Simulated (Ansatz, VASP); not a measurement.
# Two plane-wave programs on W

```
W
1.0
     2.75611    0.00000    0.00000
    -1.37805    2.38686    0.00000
     0.00000    0.00000    4.96033
W
2
Direct
  0.33333 0.66667 0.75000
  0.66667 0.33333 0.25000
```

Alike in both runs: task single point; functional r2SCAN; k mesh 18 × 18 × 8; occupations gaussian, width 0.05 eV; no spin polarisation.

```csv
,VASP,Ansatz
version,VASP 6.6.1,Ansatz 0.2.0
potentials or method,"VASP PAW PBE potentials, release 64 (W_sv), cutoff 520 eV","scalar-relativistic, plane waves, PAW"
valence electrons in the cell,28,28
```

|  | VASP | Ansatz | Ansatz less VASP |
| --- | --- | --- | --- |
| pressure (GPa) | 1.1 | 0.0 | -1.11 |
| traceless stress, the component that is largest in VASP (GPa) | -0.05 | 0.01 | +0.061 |

VASP's potentials were made for PBE, not for r2SCAN.

Neither program's run includes spin-orbit coupling.
